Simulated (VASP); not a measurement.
Here is a VASP 6.6.1 calculation.

The input INCAR:

```
SYSTEM = GaP
ALGO = Normal
EDIFF = 1E-6
ENCUT = 500
GGA = PS
GGA_COMPAT = .FALSE.
ISIF = 2
ISMEAR = 0
LASPH = .TRUE.
LCHARG = .FALSE.
LREAL = .FALSE.
LWAVE = .FALSE.
NBANDS = 16
NELM = 120
PREC = Accurate
SIGMA = 0.05
```

The input KPOINTS:

```
k-points
0
G
  10 10 10
  0 0 0
```

POSCAR

```
GaP
1.0
    0.0000000000      2.7530800596      2.7530800596
    2.7530800596      0.0000000000      2.7530800596
    2.7530800596      2.7530800596      0.0000000000
Ga P
1 1
Direct
    0.0000000000      0.0000000000      0.0000000000
    0.7500000000      0.7500000000      0.7500000000
```

Potentials or basis: VASP PAW PBE potentials, release 64 (Ga_d, P).

The run is started by

```sh
$ cat potpaw_PBE.64/Ga_d/POTCAR potpaw_PBE.64/P/POTCAR > POTCAR
$ mpirun -np 1 vasp_std > vasp.out
```

Q: Predict the band gap on the k mesh.

A: 1.49 eV (least direct gap 1.50 eV).

Q: Estimate the pressure.

A: -3.0 GPa.

Caveat: the PAW data sets were made with another functional, which shifts forces and pressure a little. As with any semilocal functional, this PBEsol gap is likely too small.
